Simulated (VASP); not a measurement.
# ScGa2N3 (Cmc2_1) in VASP: relaxation of cell and atoms with PBE

Aim: the relaxation of cell and atoms of ScGa2N3 with PBE.

Everything below comes from runs of VASP 6.6.1. Logs are shortened: lines on timing, memory, paths and dates and some standing lists are left out, and cuts for length are marked.

### Step 1. The cell of the first run

Symmetry: Cmc2_1, No. 36, orthorhombic system. Conventional cell: a = 10.100 Å, b = 5.850 Å, c = 5.300 Å, α = 90.00°, β = 90.00°, γ = 90.00°. Within 2.5 Å of Sc (site symmetry m) lie 4 N at 1.88 to 2.00 Å. Within 2.8 Å of Ga (site symmetry 1) lie 4 N at 2.09 to 2.17 Å. N (site symmetry 1) has 1 Sc at 1.88 Å and 3 Ga at 2.09 to 2.10 Å within 2.5 Å. N (site symmetry m) has 2 Sc at 1.89 to 2.00 Å and 2 Ga at 2.17 Å within 2.5 Å.

### Step 2. Relaxation of cell and atoms, PBE

INCAR reads:

```
PREC = Accurate ; ENCUT = 600
EDIFF = 1E-7 ; ISMEAR = 0
SIGMA = 0.15 ; LREAL = False
LASPH = True ; NELM = 60
ALGO = Normal ; ISIF = 3
LWAVE = False ; LCHARG = False
GGA = PE ; IBRION = 2
NSW = 36 ; EDIFFG = -0.08
```

KPOINTS reads:

```
Automatic mesh
0
Gamma
  3 3 2
```

POSCAR reads:

```
ScGa2N3
1.0
    5.0500000000     -2.9250000000      0.0000000000
    5.0500000000      2.9250000000      0.0000000000
    0.0000000000      0.0000000000      5.3000000000
Sc Ga N
2 4 6
Direct
    0.1670000000      0.8330000000      0.0050000000
    0.8330000000      0.1670000000      0.5050000000
    0.5020000000      0.8320000000      0.5000000000
    0.4980000000      0.1680000000      0.0000000000
    0.1680000000      0.4980000000      0.5000000000
    0.8320000000      0.5020000000      0.0000000000
    0.4750000000      0.8350000000      0.1050000000
    0.1650000000      0.5250000000      0.1050000000
    0.8650000000      0.1350000000      0.1300000000
    0.5250000000      0.1650000000      0.6050000000
    0.8350000000      0.4750000000      0.6050000000
    0.1350000000      0.8650000000      0.6300000000
```

Potentials or basis: VASP PAW PBE potentials, release 64 (Sc_sv, Ga_d, N).

On the command line:

```console
> cat potpaw_PBE.64/Sc_sv/POTCAR potpaw_PBE.64/Ga_d/POTCAR potpaw_PBE.64/N/POTCAR > POTCAR
> mpirun -np 1 vasp_std > vasp.out
```

OUTCAR:

```text
PREC = Accurate
   ENCUT = 600
   EDIFF = 1E-7
   ISMEAR = 0
   LREAL = False
   LASPH = True
   NELM = 60
   ISIF = 3
   GGA = PE
   IBRION = 2
   NSW = 36
   EDIFFG = -0.08

 ion  position               nearest neighbor table
   1  0.167  0.833  0.005-   7 1.88   8 1.88   9 1.89  12 2.00   2 3.29   2 3.29
   2  0.833  0.167  0.505-  10 1.88  11 1.88  12 1.89   9 2.00   1 3.29   1 3.29
   3  0.502  0.832  0.500-  10 2.09  11 2.10   7 2.10  12 2.17
   4  0.498  0.168  0.000-   7 2.09   8 2.10  10 2.10   9 2.17
   5  0.168  0.498  0.500-  11 2.09  10 2.10   8 2.10  12 2.17
   6  0.832  0.502  0.000-   8 2.09   7 2.10  11 2.10   9 2.17
   7  0.475  0.835  0.105-   1 1.88   4 2.09   6 2.10   3 2.10
   8  0.165  0.525  0.105-   1 1.88   6 2.09   4 2.10   5 2.10
   9  0.865  0.135  0.130-   1 1.89   2 2.00   4 2.17   6 2.17
  10  0.525  0.165  0.605-   2 1.88   3 2.09   5 2.10   4 2.10
  11  0.835  0.475  0.605-   2 1.88   5 2.09   3 2.10   6 2.10
  12  0.135  0.865  0.630-   2 1.89   1 2.00   3 2.17   5 2.17

  LATTYP: Found a base centered orthorhombic cell.
 ALAT       =     5.8500000000
 B/A-ratio  =     1.7264957265
 C/A-ratio  =     0.9059829060

  Lattice vectors:

 A1 = (  -5.0500000000,  -2.9250000000,   0.0000000000)
 A2 = (   5.0500000000,  -2.9250000000,   0.0000000000)
 A3 = (   0.0000000000,   0.0000000000,   5.3000000000)

Analysis of symmetry for initial positions (statically):
=====================================================================
 Subroutine PRICEL returns:
 Original cell was already a primitive cell.

 Routine SETGRP: Setting up the symmetry group for a
 base centered orthorhombic supercell.

 Subroutine GETGRP returns: Found  4 space group operations
 (whereof  2 operations were pure point group operations)
 out of a pool of  8 trial point group operations.

The static configuration has the point symmetry C_1h.
 The point group associated with its full space group is C_2v.

Analysis of symmetry for dynamics (positions and initial velocities):
=====================================================================
 Subroutine PRICEL returns:
 Original cell was already a primitive cell.

 Routine SETGRP: Setting up the symmetry group for a
 base centered orthorhombic supercell.

 Subroutine GETGRP returns: Found  4 space group operations
 (whereof  2 operations were pure point group operations)
 out of a pool of  8 trial point group operations.

The dynamic configuration has the point symmetry C_1h.
 The point group associated with its full space group is C_2v.

 Subroutine INISYM returns: Found  4 space group operations
 (whereof  2 operations are pure point group operations),
 and found     1 'primitive' translations

----------------------------------------------------------------------------------------

                                     Primitive cell

  volume of cell :     156.5752

  direct lattice vectors                    reciprocal lattice vectors
     5.050000000 -2.925000000  0.000000000     0.099009901 -0.170940171  0.000000000
     5.050000000  2.925000000  0.000000000     0.099009901  0.170940171  0.000000000
     0.000000000  0.000000000  5.300000000     0.000000000  0.000000000  0.188679245

  length of vectors
     5.835933944  5.835933944  5.300000000     0.197543672  0.197543672  0.188679245

  position of ions in fractional coordinates (direct lattice)
     0.167000000  0.833000000  0.005000000
     0.833000000  0.167000000  0.505000000
     0.502000000  0.832000000  0.500000000
     0.498000000  0.168000000  0.000000000
     0.168000000  0.498000000  0.500000000
     0.832000000  0.502000000  0.000000000
     0.475000000  0.835000000  0.105000000
     0.165000000  0.525000000  0.105000000
     0.865000000  0.135000000  0.130000000
     0.525000000  0.165000000  0.605000000
     0.835000000  0.475000000  0.605000000
     0.135000000  0.865000000  0.630000000

  ion indices of the primitive-cell ions
   primitive index   ion index
                 1           1
                 2           2
                 3           3
                 4           4
                 5           5
                 6           6
                 7           7
                 8           8
                 9           9
                10          10
                11          11
                12          12

----------------------------------------------------------------------------------------

 KPOINTS: Automatic mesh

Automatic generation of k-mesh.
 Grid dimensions read from file:
 generate k-points for:    3    3    2

 Generating k-lattice:

  Cartesian coordinates                     Fractional coordinates (reciprocal lattice)
     0.033003300 -0.056980057  0.000000000     0.333333333  0.000000000  0.000000000
     0.033003300  0.056980057  0.000000000     0.000000000  0.333333333  0.000000000
     0.000000000  0.000000000  0.094339623     0.000000000  0.000000000  0.500000000

  Length of vectors
     0.065847891  0.065847891  0.094339623

  Shift w.r.t. Gamma in fractional coordinates (k-lattice)
     0.000000000  0.000000000  0.000000000

 Subroutine IBZKPT returns following result:
 ===========================================

 Found      8 irreducible k-points:

 Following reciprocal coordinates:
            Coordinates               Weight
  0.000000  0.000000  0.000000      1.000000
  0.333333  0.000000  0.000000      4.000000
  0.333333  0.333333  0.000000      2.000000
 -0.333333  0.333333  0.000000      2.000000
  0.000000  0.000000  0.500000      1.000000
  0.333333  0.000000  0.500000      4.000000
  0.333333  0.333333  0.500000      2.000000
 -0.333333  0.333333  0.500000      2.000000
   k-points           NKPTS =      8   k-points in BZ     NKDIM =      8   number of bands    NBANDS=     62
   number of dos      NEDOS =    301   number of ions     NIONS =     12
   total plane-waves  NPLWV =  96768
   dimension x,y,z NGX =    48 NGY =   48 NGZ =   42
   dimension x,y,z NGXF=    96 NGYF=   96 NGZF=   84
   ions per type =               2   4   6
   NGX,Y,Z   is equivalent  to a cutoff of  13.67, 13.67, 13.17 a.u.
   NGXF,Y,Z  is equivalent  to a cutoff of  27.35, 27.35, 26.35 a.u.
 SYSTEM =  unknown system
   PREC   = accura    normal or accurate (medium, high low for compatibility)
   ISTART =      0    job   : 0-new  1-cont  2-samecut
   ICHARG =      2    charge: 1-file 2-atom 10-const
   ISPIN  =      1    spin polarized calculation?
   LNONCOLLINEAR =      F non collinear calculations
   LSORBIT =      F    spin-orbit coupling
   LASPH  =      T    aspherical Exc in radial PAW
   ENCUT  =  600.0 eV  44.10 Ry    6.64 a.u.  11.66 11.66 10.59*2*pi/ulx,y,z
   NELM   =     60;   NELMIN=  2; NELMDL= -5     # of ELM steps
   EDIFF  = 0.1E-06   stopping-criterion for ELM
   LREAL  =      F    real-space projection
   EDIFFG = -.8E-01   stopping-criterion for IOM
   NSW    =     36    number of steps for IOM
   IBRION =      2    ionic relax: 0-MD 1-quasi-New 2-CG
   NFREE  =      1    steps in history (QN), initial steepest desc. (CG)
   ISIF   =      3    stress and relaxation
   ISYM   =      2    0-nonsym 1-usesym 2-fastsym
   POTIM  = 0.5000    time-step for ionic-motion
   TEBEG  =    0.0;   TEEND  =   0.0 temperature during run
   PSTRESS=    0.0 pullay stress
   NELECT =     104.0000    total number of electrons
   NUPDOWN=      -1.0000    fix difference up-down
   EMIN   =  10.00;   EMAX   =-10.00  energy-range for DOS
   EFERMI =   0.00;   METHOD = LEGACY
   ISMEAR =     0;   SIGMA  =   0.15  broadening in eV -4-tet -1-fermi 0-gaus
   EFERMI_NEDOS =   21; number of points for ismear=-14 and -15
   IALGO  =     38    algorithm
   IMIX   =      4    mixing-type and parameters
     AMIX     =   0.40;   BMIX     =  1.00
     AMIX_MAG =   1.60;   BMIX_MAG =  1.00
  volume/ion in A,a.u.               =      13.05        88.05
  Fermi-wavevector in a.u.,A,eV,Ry     =   1.428384  2.699254 27.759697  2.040280
  Thomas-Fermi vector in A             =   2.548451
   LORBIT       =      0    0 simple, 1 ext, 2 COOP (PROOUT), +10 PAW based schemes
   GGA     = PE    functional components
   LHFCALC =     F    Hartree Fock is set to
   AEXX    =    0.0000 exact exchange contribution
   IVDW    =     0    specifies the selected vdW correction
   LEPSILON=     F    determine dielectric tensor
   LRPA    =     F    only Hartree local field effects (RPA)
 conjugate gradient relaxation of ions
 non-spin polarized calculation
 Gauss-broadening in eV      SIGMA  =   0.15
  energy-cutoff  :      600.00
  volume of cell :      156.58
 maximum number of plane-waves:      5283
 NGX is ok and might be reduce to    48
   NGX = 23   NGY = 23   NGZ = 21

--------------------------------------- Ionic step        1  -------------------------------------------

 number of electron     104.0000011 magnetization

 Free energy of the ion-electron system (eV)
  ---------------------------------------------------
  ext. energy  EPLUGINS =         0.00000000
  ---------------------------------------------------
  free energy    TOTEN  =       -79.60943144 eV

  energy without entropy =      -79.60943144  energy(sigma->0) =      -79.60943144

------------------------ aborting loop because EDIFF is reached ----------------------------------------

  FORCE on cell =-STRESS in cart. coord.  units (eV):
  Direction    XX          YY          ZZ          XY          YZ          ZX
  --------------------------------------------------------------------------------------
  -------------------------------------------------------------------------------------
  Total        9.2590726      5.3903409      3.6288155      0.0000000      0.0000000      0.0000000
  in kB       94.7447073     55.1573887     37.1323431      0.0000000      0.0000000      0.0000000
  external PRESSURE =      62.3448130 kB  Pullay stress =       0.0000000 kB
[... 307 lines left out ...]
  energy  without entropy=      -84.0050070825  energy(sigma->0) =      -84.00500708

--------------------------------------- Ionic step        8  -------------------------------------------

 number of electron     104.0000003 magnetization

 Free energy of the ion-electron system (eV)
  ---------------------------------------------------
  ext. energy  EPLUGINS =         0.00000000
  ---------------------------------------------------
  free energy    TOTEN  =       -84.00846696 eV

  energy without entropy =      -84.00846696  energy(sigma->0) =      -84.00846696

 E-fermi :   4.6373     XC(G=0): -11.0988

 val. band max:        3.8398746132   @ k =   0.3333   0.3333   0.0000
 cond. band min:       6.8014292569   @ k =   0.0000   0.0000   0.0000
 fundamental gap:      2.9615546437
 Fermi energy:         4.6373137974

 k-point     1 :       0.0000    0.0000    0.0000
  band No.  band energies     occupation
      1     -43.4796      2.00000
      2     -43.4597      2.00000
      3     -22.2794      2.00000
      4     -22.2244      2.00000
      5     -22.2079      2.00000
      6     -22.1861      2.00000
[... 548 lines left out ...]
  FREE ENERGIE OF THE ION-ELECTRON SYSTEM (eV)
  ---------------------------------------------------
  free  energy   TOTEN  =       -84.0084669601 eV

  energy  without entropy=      -84.0084669601  energy(sigma->0) =      -84.00846696

 reached required accuracy - stopping structural energy minimisation
```

Wall time 7.5 min (1 thread of Intel Xeon 6975P-C (Granite Rapids), shared host); peak memory 0.36 GiB.

What came out:

| Property | Result |
| --- | --- |
| Free energy | -84.0085 eV |
| Relaxed volume | 12.65 Å³/atom |
| Relaxed cell | a = 5.761 Å, b = 5.761 Å, c = 5.282 Å, α = 90.00°, β = 90.00°, γ = 59.97° |
| Space group after relaxing (to 0.1 Å) | Cmc2_1 (No. 36) |
| Energy gained by relaxing | 366.6 meV/atom |
| Ionic steps | 8 |
| Pressure after relaxing | 0.1 GPa |
| Largest force after relaxing | 0.062 eV/Å |
| Band gap on the k mesh | 2.96 eV (least direct gap 2.99 eV) |

Forces on the atoms (eV/Å):
```
Sc   0.000 -0.013  0.007
Sc   0.000  0.013  0.007
Ga   0.008  0.035  0.036
Ga  -0.008 -0.035  0.036
Ga  -0.008  0.035  0.036
Ga   0.008 -0.035  0.036
N    0.036 -0.014 -0.010
N   -0.036 -0.014 -0.010
N    0.000 -0.017 -0.059
N   -0.036  0.014 -0.010
N    0.036  0.014 -0.010
N    0.000  0.017 -0.059
```

The path:
```tsv
step	energy change (eV)	largest force (eV/Å)	pressure (GPa)	volume (Å³)
1	0.0000	5.9920	6.23	156.58
2	-3.2311	1.8421	-11.92	168.34
3	-3.4665	1.8418	-9.46	165.26
4	-4.3306	0.4906	2.74	149.38
5	-4.3459	0.6001	1.00	151.06
6	-4.3954	0.1222	-0.25	152.15
7	-4.3956	0.1181	-0.31	152.21
8	-4.3990	0.0617	0.10	151.78
```

Final structure:
```cif
data_structure
_symmetry_space_group_name_H-M 'P 1'
_symmetry_Int_Tables_number 1
_cell_length_a 5.7612
_cell_length_b 5.7612
_cell_length_c 5.2820
_cell_angle_alpha 90.000
_cell_angle_beta 90.000
_cell_angle_gamma 59.969
_cell_volume 151.78
loop_
_atom_site_label
_atom_site_type_symbol
_atom_site_fract_x
_atom_site_fract_y
_atom_site_fract_z
_atom_site_occupancy
Sc1 Sc 0.17423 0.82577 0.00352 1
Sc2 Sc 0.82577 0.17423 0.50352 1
Ga1 Ga 0.50467 0.83477 0.49677 1
Ga2 Ga 0.49533 0.16523 0.99677 1
Ga3 Ga 0.16523 0.49533 0.49677 1
Ga4 Ga 0.83477 0.50467 0.99677 1
N1 N 0.51978 0.83205 0.12312 1
N2 N 0.16795 0.48022 0.12312 1
N3 N 0.81904 0.18096 0.10170 1
N4 N 0.48022 0.16795 0.62312 1
N5 N 0.83205 0.51978 0.62312 1
N6 N 0.18096 0.81904 0.60170 1
```

Caveat: the k points lie up to 0.59 Å⁻¹ apart in the final cell; an odd mesh through Γ misses points on the zone boundary, where band edges can lie; the relaxation stopped at a loose force limit of 0.08 eV/Å, so its end isn't a converged minimum.
